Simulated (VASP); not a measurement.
Hf, 2 atoms in the cell. The structure is hexagonal, space group P6_3/mmc (No. 194). Conventional cell: a = 3.293 Å, b = 3.293 Å, c = 4.906 Å, α = 90.00°, β = 90.00°, γ = 120.00°. Hf (site symmetry -6m2) has 12 Hf at 3.10 to 3.29 Å within 4.1 Å.  This cell differs from its parent crystal: strain +0.030 along x and y, -0.030 along z.

* Program: VASP 6.6.1
* Task: single point
* Functional: PBEsol
* Potentials or basis: VASP PAW PBE potentials, release 64 (Hf_pv)
* Cutoff: 520 eV
* k mesh: 18 × 18 × 10
* Occupations: gaussian, width 0.15 eV
* Spin: no spin polarisation
* Dipole correction: no
* Further INCAR settings: ALGO = Fast; EDIFF = 1e-06; NBANDS = 17

Potentials or basis: VASP PAW PBE potentials, release 64 (Hf_pv).

The run is started by

```bash
$ cat potpaw_PBE.64/Hf_pv/POTCAR > POTCAR
$ mpirun -np 1 vasp_std > vasp.out
```

Hardware: 1 thread of Intel(R) Xeon(R) Platinum 8488C (Sapphire Rapids), with other jobs on the host.

**Question.** Estimate the wall time of this run.

**Answer.** Run time: 87 s on 1 thread of Intel(R) Xeon(R) Platinum 8488C (Sapphire Rapids), on a shared host, peak memory 0.26 GiB. Counts: scf iterations 15, k points 222.
